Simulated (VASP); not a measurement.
A run of VASP 6.6.1 is set up as follows.

Contents of INCAR:

```
PREC = Accurate ; ENCUT = 520
EDIFF = 1E-6 ; ISMEAR = -1
SIGMA = 0.1 ; LREAL = F
LASPH = T ; NELM = 100
ALGO = Fast ; ISIF = 2
LWAVE = F ; LCHARG = F
GGA = PS ; NBANDS = 66
```

File KPOINTS:

```
regular mesh
0
Gamma
  5 5 2
```

POSCAR

```
Ba2CeCu3O7
1.0
    3.8959998900      0.0000000000      0.0000000000
    0.0000000000      3.9526690100      0.0000000000
    0.0000000000      0.0000000000     11.8741993600
Cu O Ce Ba
3 7 1 2
Direct
    0.0000000000      0.0000000000      0.0000000000
    0.0000000000      0.0000000000      0.3500000000
    0.0000000000      0.0000000000      0.6500000000
    0.0000000000      0.5000000000      0.0000000000
    0.5000000000      0.0000000000      0.3610000000
    0.5000000000      0.0000000000      0.6390000000
    0.0000000000      0.5000000000      0.3570000000
    0.0000000000      0.5000000000      0.6430000000
    0.0000000000      0.0000000000      0.1660000000
    0.0000000000      0.0000000000      0.8340000000
    0.5000000000      0.5000000000      0.5000000000
    0.5000000000      0.5000000000      0.1824000000
    0.5000000000      0.5000000000      0.8176000000
```

Potentials or basis: VASP PAW PBE potentials, release 64 (Cu, O, Ce, Ba_sv).

Command:

```bash
$ cat potpaw_PBE.64/Cu/POTCAR potpaw_PBE.64/O/POTCAR potpaw_PBE.64/Ce/POTCAR potpaw_PBE.64/Ba_sv/POTCAR > POTCAR
$ mpirun -np 1 vasp_std > vasp.out
```

Question: Estimate the pressure.

Answer: -7.8 GPa.

Question: What does it give for the band gap on the k mesh?

Answer: Zero (an odd number of electrons rules out a gap without spin polarisation).

Question: What does it give for the largest force?

Answer: 1.965 eV/Å.

Stress tensor (GPa, compression positive):
```
 -4.84   0.00   0.00
  0.00  -6.17   0.00
  0.00   0.00 -12.29
```

Caveat: the cell stands under tension; the PAW data sets were made with another functional, which shifts forces and pressure a little; spin-orbit coupling is left out, which moves the levels of the heavy elements; an odd number of electrons without spin polarisation forces a metal; a magnetic or distorted state may lie lower; the run has no spin polarisation, though such a crystal can be magnetic; semilocal functionals describe open f shells poorly, which spoils levels, moments and volumes. With open d or f shells a metallic result of PBEsol can be an artefact of self-interaction; +U or a hybrid may open a gap.
